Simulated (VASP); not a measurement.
# C3N4 (P-43m) in VASP: single point with PBEsol

Aim: the single point of C3N4 with PBEsol.

Everything below comes from runs of VASP 6.6.1. Logs are shortened: lines on timing, memory, paths and dates and some standing lists are left out, and cuts for length are marked.

**1. The cell of the first run**

Symmetry: P-43m, No. 215, cubic system. Conventional cell: a = 3.457 Å, b = 3.457 Å, c = 3.457 Å, α = 90.00°, β = 90.00°, γ = 90.00°. C (site symmetry -42m) has 4 N at 1.49 Å within 2.0 Å. N (site symmetry 3m) has 3 C at 1.49 Å within 2.0 Å.

**2. Single point, PBEsol**

INCAR

```
SYSTEM = C3N4
PREC = Accurate
ENCUT = 600
EDIFF = 1E-6
ISMEAR = 0
SIGMA = 0.01
LREAL = .False.
LASPH = .True.
NELM = 120
ALGO = Normal
ISIF = 2
LWAVE = .False.
LCHARG = .False.
GGA = PS
NBANDS = 25
GGA_COMPAT = .False.
```

KPOINTS

```
regular mesh
0
Gamma
  6 6 6
  0 0 0
```

POSCAR

```
C3N4
1.0
    3.4567600000      0.0000000000      0.0000000000
    0.0000000000      3.4567600000      0.0000000000
    0.0000000000      0.0000000000      3.4567600000
C N
3 4
Direct
    0.0000000000      0.0000000000      0.5000000000
    0.5000000000      0.0000000000      0.0000000000
    0.0000000000      0.5000000000      0.0000000000
    0.2456900000      0.2456900000      0.7543100000
    0.7543100000      0.7543100000      0.7543100000
    0.2456900000      0.7543100000      0.2456900000
    0.7543100000      0.2456900000      0.2456900000
```

Potentials or basis: VASP PAW PBE potentials, release 64 (C, N).

Command:

```sh
cat potpaw_PBE.64/C/POTCAR potpaw_PBE.64/N/POTCAR > POTCAR
mpirun -np 1 vasp_std > vasp.out
```

OUTCAR:

```text
SYSTEM = C3N4
   PREC = Accurate
   ENCUT = 600
   EDIFF = 1E-6
   ISMEAR = 0
   LREAL = .False.
   LASPH = .True.
   NELM = 120
   ISIF = 2
   GGA = PS

 ion  position               nearest neighbor table
   1  0.000  0.000  0.500-   4 1.49   5 1.49   6 1.49   7 1.49
   2  0.500  0.000  0.000-   4 1.49   5 1.49   6 1.49   7 1.49
   3  0.000  0.500  0.000-   4 1.49   5 1.49   6 1.49   7 1.49
   4  0.246  0.246  0.754-   1 1.49   2 1.49   3 1.49
   5  0.754  0.754  0.754-   1 1.49   2 1.49   3 1.49
   6  0.246  0.754  0.246-   1 1.49   2 1.49   3 1.49
   7  0.754  0.246  0.246-   1 1.49   2 1.49   3 1.49

  LATTYP: Found a simple cubic cell.
 ALAT       =     3.4567600000

  Lattice vectors:

 A1 = (   3.4567600000,   0.0000000000,   0.0000000000)
 A2 = (   0.0000000000,   3.4567600000,   0.0000000000)
 A3 = (   0.0000000000,   0.0000000000,   3.4567600000)

Analysis of symmetry for initial positions (statically):
=====================================================================
 Subroutine PRICEL returns:
 Original cell was already a primitive cell.

 Routine SETGRP: Setting up the symmetry group for a
 simple cubic supercell.

 Subroutine GETGRP returns: Found 24 space group operations
 (whereof 24 operations were pure point group operations)
 out of a pool of 48 trial point group operations.

The static configuration has the point symmetry T_d .

Analysis of symmetry for dynamics (positions and initial velocities):
=====================================================================
 Subroutine PRICEL returns:
 Original cell was already a primitive cell.

 Routine SETGRP: Setting up the symmetry group for a
 simple cubic supercell.

 Subroutine GETGRP returns: Found 24 space group operations
 (whereof 24 operations were pure point group operations)
 out of a pool of 48 trial point group operations.

The dynamic configuration has the point symmetry T_d .

 Subroutine INISYM returns: Found 24 space group operations
 (whereof 24 operations are pure point group operations),
 and found     1 'primitive' translations

----------------------------------------------------------------------------------------

                                     Primitive cell

  volume of cell :      41.3055

  direct lattice vectors                    reciprocal lattice vectors
     3.456760000  0.000000000  0.000000000     0.289288235  0.000000000  0.000000000
     0.000000000  3.456760000  0.000000000     0.000000000  0.289288235  0.000000000
     0.000000000  0.000000000  3.456760000     0.000000000  0.000000000  0.289288235

  length of vectors
     3.456760000  3.456760000  3.456760000     0.289288235  0.289288235  0.289288235

  position of ions in fractional coordinates (direct lattice)
     0.000000000  0.000000000  0.500000000
     0.500000000  0.000000000  0.000000000
     0.000000000  0.500000000  0.000000000
     0.245690000  0.245690000  0.754310000
     0.754310000  0.754310000  0.754310000
     0.245690000  0.754310000  0.245690000
     0.754310000  0.245690000  0.245690000

  ion indices of the primitive-cell ions
   primitive index   ion index
                 1           1
                 2           2
                 3           3
                 4           4
                 5           5
                 6           6
                 7           7

----------------------------------------------------------------------------------------

 KPOINTS: regular mesh

Automatic generation of k-mesh.
 Grid dimensions read from file:
 generate k-points for:    6    6    6

 Generating k-lattice:

  Cartesian coordinates                     Fractional coordinates (reciprocal lattice)
     0.048214706  0.000000000  0.000000000     0.166666667  0.000000000  0.000000000
     0.000000000  0.048214706  0.000000000     0.000000000  0.166666667  0.000000000
     0.000000000  0.000000000  0.048214706     0.000000000  0.000000000  0.166666667

  Length of vectors
     0.048214706  0.048214706  0.048214706

  Shift w.r.t. Gamma in fractional coordinates (k-lattice)
     0.000000000  0.000000000  0.000000000

 Subroutine IBZKPT returns following result:
 ===========================================

 Found     20 irreducible k-points:

 Following reciprocal coordinates:
            Coordinates               Weight
  0.000000  0.000000  0.000000      1.000000
  0.166667  0.000000  0.000000      6.000000
  0.333333  0.000000  0.000000      6.000000
  0.500000  0.000000  0.000000      3.000000
  0.166667  0.166667  0.000000     12.000000
  0.333333  0.166667  0.000000     24.000000
[... 12 lines left out ...]
  0.500000  0.500000  0.333333      6.000000
  0.500000  0.500000  0.500000      1.000000
   k-points           NKPTS =     20   k-points in BZ     NKDIM =     20   number of bands    NBANDS=     25
   number of dos      NEDOS =    301   number of ions     NIONS =      7
   total plane-waves  NPLWV =  21952
   dimension x,y,z NGX =    28 NGY =   28 NGZ =   28
   dimension x,y,z NGXF=    56 NGYF=   56 NGZF=   56
   ions per type =               3   4
   NGX,Y,Z   is equivalent  to a cutoff of  13.47, 13.47, 13.47 a.u.
   NGXF,Y,Z  is equivalent  to a cutoff of  26.93, 26.93, 26.93 a.u.
 SYSTEM =  C3N4
   PREC   = accura    normal or accurate (medium, high low for compatibility)
   ISTART =      0    job   : 0-new  1-cont  2-samecut
   ICHARG =      2    charge: 1-file 2-atom 10-const
   ISPIN  =      1    spin polarized calculation?
   LNONCOLLINEAR =      F non collinear calculations
   LSORBIT =      F    spin-orbit coupling
   LASPH  =      T    aspherical Exc in radial PAW
   ENCUT  =  600.0 eV  44.10 Ry    6.64 a.u.   6.90  6.90  6.90*2*pi/ulx,y,z
   NELM   =    120;   NELMIN=  2; NELMDL= -5     # of ELM steps
   EDIFF  = 0.1E-05   stopping-criterion for ELM
   LREAL  =      F    real-space projection
   EDIFFG = 0.1E-04   stopping-criterion for IOM
   NSW    =      0    number of steps for IOM
   IBRION =     -1    ionic relax: 0-MD 1-quasi-New 2-CG
   NFREE  =      0    steps in history (QN), initial steepest desc. (CG)
   ISIF   =      2    stress and relaxation
   ISYM   =      2    0-nonsym 1-usesym 2-fastsym
   POTIM  = 0.5000    time-step for ionic-motion
   TEBEG  =    0.0;   TEEND  =   0.0 temperature during run
   PSTRESS=    0.0 pullay stress
   NELECT =      32.0000    total number of electrons
   NUPDOWN=      -1.0000    fix difference up-down
   EMIN   =  10.00;   EMAX   =-10.00  energy-range for DOS
   EFERMI =   0.00;   METHOD = LEGACY
   ISMEAR =     0;   SIGMA  =   0.01  broadening in eV -4-tet -1-fermi 0-gaus
   EFERMI_NEDOS =   21; number of points for ismear=-14 and -15
   IALGO  =     38    algorithm
   IMIX   =      4    mixing-type and parameters
     AMIX     =   0.40;   BMIX     =  1.00
     AMIX_MAG =   1.60;   BMIX_MAG =  1.00
  volume/ion in A,a.u.               =       5.90        39.82
  Fermi-wavevector in a.u.,A,eV,Ry     =   1.503565  2.841326 30.758803  2.260708
  Thomas-Fermi vector in A             =   2.614659
   LORBIT       =      0    0 simple, 1 ext, 2 COOP (PROOUT), +10 PAW based schemes
   GGA     = PS    functional components
   LHFCALC =     F    Hartree Fock is set to
   AEXX    =    0.0000 exact exchange contribution
   IVDW    =     0    specifies the selected vdW correction
   LEPSILON=     F    determine dielectric tensor
   LRPA    =     F    only Hartree local field effects (RPA)
 non-spin polarized calculation
 Gauss-broadening in eV      SIGMA  =   0.01
  energy-cutoff  :      600.00
  volume of cell :       41.31
 maximum number of plane-waves:      1406
 NGX is ok and might be reduce to    28
   NGX = 13   NGY = 13   NGZ = 13

 number of electron      32.0000002 magnetization

 Free energy of the ion-electron system (eV)
  ---------------------------------------------------
  ext. energy  EPLUGINS =         0.00000000
  ---------------------------------------------------
  free energy    TOTEN  =       -59.95349313 eV

  energy without entropy =      -59.95349313  energy(sigma->0) =      -59.95349313

 E-fermi :   9.4111     XC(G=0): -13.3569

 val. band max:        9.3522910097   @ k =   0.0000   0.0000   0.0000
 cond. band min:      11.7216070676   @ k =   0.0000   0.0000   0.0000
 fundamental gap:      2.3693160579
 Fermi energy:         9.4110555969

 k-point     1 :       0.0000    0.0000    0.0000
  band No.  band energies     occupation
      1     -15.3366      2.00000
      2      -7.8251      2.00000
      3      -7.8251      2.00000
      4      -7.8251      2.00000
      5      -5.7466      2.00000
      6      -5.7466      2.00000
[... 17 lines left out ...]
     24      17.5087      0.00000
     25      17.5087      0.00000

 k-point     2 :       0.1667    0.0000    0.0000
  band No.  band energies     occupation
      1     -15.0990      2.00000
      2      -9.2306      2.00000
      3      -7.7331      2.00000
      4      -7.7331      2.00000
      5      -5.6051      2.00000
      6      -4.3390      2.00000
[... 17 lines left out ...]
     24      18.0250      0.00000
     25      18.0250      0.00000

 k-point     3 :       0.3333    0.0000    0.0000
  band No.  band energies     occupation
      1     -14.4319      2.00000
      2     -11.0687      2.00000
      3      -7.5339      2.00000
      4      -7.5339      2.00000
      5      -5.2711      2.00000
      6      -2.4297      2.00000
[... 440 lines left out ...]
 k-point    19 :       0.5000    0.5000    0.3333
  band No.  band energies     occupation
      1     -11.1872      2.00000
      2     -10.6686      2.00000
      3     -10.6686      2.00000
      4      -9.1386      2.00000
      5      -5.3087      2.00000
      6      -5.0144      2.00000
[... 17 lines left out ...]
     24      17.5664      0.00000
     25      20.7265      0.00000

 k-point    20 :       0.5000    0.5000    0.5000
  band No.  band energies     occupation
      1     -10.4467      2.00000
      2     -10.4467      2.00000
      3     -10.4467      2.00000
      4      -9.8744      2.00000
      5      -5.6392      2.00000
      6      -5.6392      2.00000
[... 17 lines left out ...]
     24      17.4050      0.00000
     25      21.6232      0.00000

------------------------ aborting loop because EDIFF is reached ----------------------------------------

  FORCE on cell =-STRESS in cart. coord.  units (eV):
  Direction    XX          YY          ZZ          XY          YZ          ZX
  --------------------------------------------------------------------------------------
  -------------------------------------------------------------------------------------
  Total       -2.2457917     -2.2457917     -2.2457917      0.0000000      0.0000000     -0.0000000
  in kB      -87.1108748    -87.1108748    -87.1108748      0.0000000      0.0000000     -0.0000000
  external PRESSURE =     -87.1108748 kB  Pullay stress =       0.0000000 kB

 VOLUME and BASIS-vectors are now :
 -----------------------------------------------------------------------------
  energy-cutoff  :      600.00
  volume of cell :       41.31
      direct lattice vectors                 reciprocal lattice vectors
     3.456760000  0.000000000  0.000000000     0.289288235  0.000000000  0.000000000
     0.000000000  3.456760000  0.000000000     0.000000000  0.289288235  0.000000000
     0.000000000  0.000000000  3.456760000     0.000000000  0.000000000  0.289288235

 POSITION                                       TOTAL-FORCE (eV/Angst)
 -----------------------------------------------------------------------------------
      0.00000      0.00000      1.72838        -0.000000     -0.000000      0.000000
      1.72838      0.00000      0.00000        -0.000000      0.000000      0.000000
      0.00000      1.72838      0.00000         0.000000     -0.000000     -0.000000
      0.84929      0.84929      2.60747        -0.028232     -0.028232      0.028232
      2.60747      2.60747      2.60747         0.028232      0.028232      0.028232
      0.84929      2.60747      0.84929        -0.028232      0.028232     -0.028232
      2.60747      0.84929      0.84929         0.028232     -0.028232     -0.028232
 -----------------------------------------------------------------------------------
    total drift:                               -0.000000     -0.000000     -0.000000

  FREE ENERGIE OF THE ION-ELECTRON SYSTEM (eV)
  ---------------------------------------------------
  free  energy   TOTEN  =       -59.9534931327 eV

  energy  without entropy=      -59.9534931327  energy(sigma->0) =      -59.95349313
```

It took 27 s on 1 thread of Intel Xeon 8259CL, shared host; peak memory 0.13 GiB.

Results:

* Free energy: -59.9535 eV
* Pressure: -8.7 GPa
* Largest force: 0.049 eV/Å
* Band gap on the k mesh: 2.37 eV

Forces in eV/Å, atoms in the order of the input:
```
C    0.000  0.000  0.000
C    0.000  0.000  0.000
C    0.000  0.000  0.000
N   -0.028 -0.028  0.028
N    0.028  0.028  0.028
N   -0.028  0.028 -0.028
N    0.028 -0.028 -0.028
```

Levels at points of the mesh, in eV from the valence-band top:
| k point | band 13 | band 14 | band 15 | band 16 | band 17 | band 18 | band 19 | band 20 |
| --- | --- | --- | --- | --- | --- | --- | --- | --- |
| (0.00, 0.00, 0.00) | -6.45 | 0.00 | 0.00 | 0.00 | 2.37 | 2.37 | 2.37 | 5.21 |
| (0.50, 0.00, 0.00) | -4.15 | -3.79 | -1.39 | -1.39 | 3.05 | 5.69 | 8.05 | 8.49 |
| (0.50, 0.50, 0.00) | -5.03 | -4.32 | -0.80 | -0.80 | 5.86 | 5.86 | 7.92 | 8.17 |
| (0.50, 0.50, 0.50) | -5.62 | -0.23 | -0.23 | -0.23 | 5.71 | 5.71 | 5.71 | 6.49 |

Caveat: the cell stands under tension; the PAW data sets were made with another functional, which shifts forces and pressure a little.
